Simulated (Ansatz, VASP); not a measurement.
**Two plane-wave programs on AlN**

```xyz
4
Lattice="3.0887 0.0000 0.0000 -1.5444 2.6749 0.0000 0.0000 0.0000 4.9438" Properties=species:S:1:pos:R:3 pbc="T T T"
Al   -0.0344    1.7145    0.0075
Al    1.5788    0.9604    2.4794
N     0.0307    1.8447    1.8958
N     1.5137    0.8303    4.3677
```

Change from the starting cell: mode 4 frozen in at -0.034 Å and mode 5 at -0.069 Å (largest displacements).

Alike in both runs: task single point; functional LDA; k mesh 9 × 9 × 6; occupations gaussian, width 0.05 eV; no spin polarisation.

|  | VASP | Ansatz |
| --- | --- | --- |
| version | VASP 6.6.1 | Ansatz 0.2.0 |
| potentials or method | VASP PAW LDA potentials, release 64 (Al, N), cutoff 520 eV | scalar-relativistic, plane waves, PAW |
| valence electrons in the cell | 16 | 16 |

Ansatz gave:

* gap on the k mesh at the Fermi level (eV): 4.35
* least direct gap on the mesh (eV): 4.35
* pressure (GPa): -0.2
* traceless stress, the component that is largest in VASP (GPa): -0.36
* rms of the force components (eV/Å): 0.197

Q: Which values does VASP return?

A: gap on the k mesh at the Fermi level (eV): 4.35; least direct gap on the mesh (eV): 4.35; pressure (GPa): 0.4; traceless stress, the component that is largest in VASP (GPa): -0.35; rms of the force components (eV/Å): 0.197.

LDA's correlation is that of Perdew and Zunger in VASP and of Perdew and Wang (1992) in Ansatz. Atom by atom the forces differ by 0.002 eV/Å (rms over components).
